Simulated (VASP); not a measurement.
# Sb: single point with PBE

The system is Sb.

```
CELL_PARAMETERS angstrom
-2.81801 2.81801 1.47331
2.81801 -2.81801 1.47331
2.81801 2.81801 -1.47331
ATOMIC_POSITIONS crystal
Sb 0.62500 0.87500 0.75000
Sb 0.37500 0.12500 0.25000
```

```
Program             : VASP 6.6.1
Task                : single point
Functional          : PBE
Potentials or basis : VASP PAW PBE potentials, release 64 (Sb)
Cutoff              : 520 eV
k mesh              : 14 × 14 × 14
Occupations         : fermi-dirac, width 0.08 eV
Spin                : no spin polarisation
```

```yaml
Pressure: 22.2 GPa
Band_gap_on_the_k_mesh: zero (band 5 reaches 14.88 eV, above the bottom of band 6 at 7.76 eV)
```

Levels at points of the mesh, in eV from the Fermi level:
| k point | band 3 | band 4 | band 5 | band 6 | band 7 | band 8 |
| --- | --- | --- | --- | --- | --- | --- |
| (0.00, 0.00, 0.00) | -4.54 | -4.54 | 1.25 | 4.14 | 4.14 | 5.74 |
| (0.50, 0.00, 0.00) | -4.92 | -4.24 | -3.27 | 0.54 | 0.83 | 2.70 |
| (0.50, 0.50, 0.00) | -1.83 | -1.83 | -0.81 | -0.81 | 5.09 | 5.09 |
| (0.50, 0.50, 0.50) | -7.37 | -7.37 | 4.12 | 4.12 | 7.26 | 7.26 |

Run time: 65 s on 1 thread of Intel Xeon 6975P-C (shared host), peak memory 0.26 GiB.

Caveat: spin-orbit coupling is left out, which moves the levels of the heavy elements.
